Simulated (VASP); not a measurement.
Runs of VASP 6.6.1 on SiC (lda). The structure is that of space group Fm-3m (No. 225), or close to it. The cells are those of the table. 

| task | cell | k mesh | smearing | gap on the mesh (eV) | pressure (GPa) |
| --- | --- | --- | --- | --- | --- |
| single point | a = 2.595 Å, angles 60.0°, 2 atoms | 16 × 16 × 16 | gaussian 0.02 eV | 0.99 | 125.8 |
| single point | a = 2.595 Å, angles 60.0°, 2 atoms | 12 × 12 × 12 | gaussian 0.02 eV | 0.99 | 125.8 |
| single point | a = 2.748 Å, angles 60.0°, 2 atoms | 16 × 16 × 16 | gaussian 0.02 eV | none | (b) |
| single point | a = 2.530 Å, angles 60.0°, 2 atoms | 16 × 16 × 16 | gaussian 0.02 eV | 0.51 | (a) |
| relaxation of cell and atoms | relaxed to 125 GPa from a = 2.953 Å, angles 60.0°, 2 atoms | 8 × 8 × 8 | gaussian 0.1 eV | 1.00 | 124.1 |

Alike in all rows: level LDA; potentials or basis VASP PAW LDA potentials, release 64 (C, Si); no spin polarisation; cutoff (eV) 600.

Question: Estimate the missing entries.

Answer: (a) 188.4; (b) 30.7.

Caveats: the cell is relaxed towards a set pressure, so the enthalpy falls and the energy may rise (some runs).

A k mesh can miss the band edges.

A gap of «none» marks levels without a gap at the run's occupations.
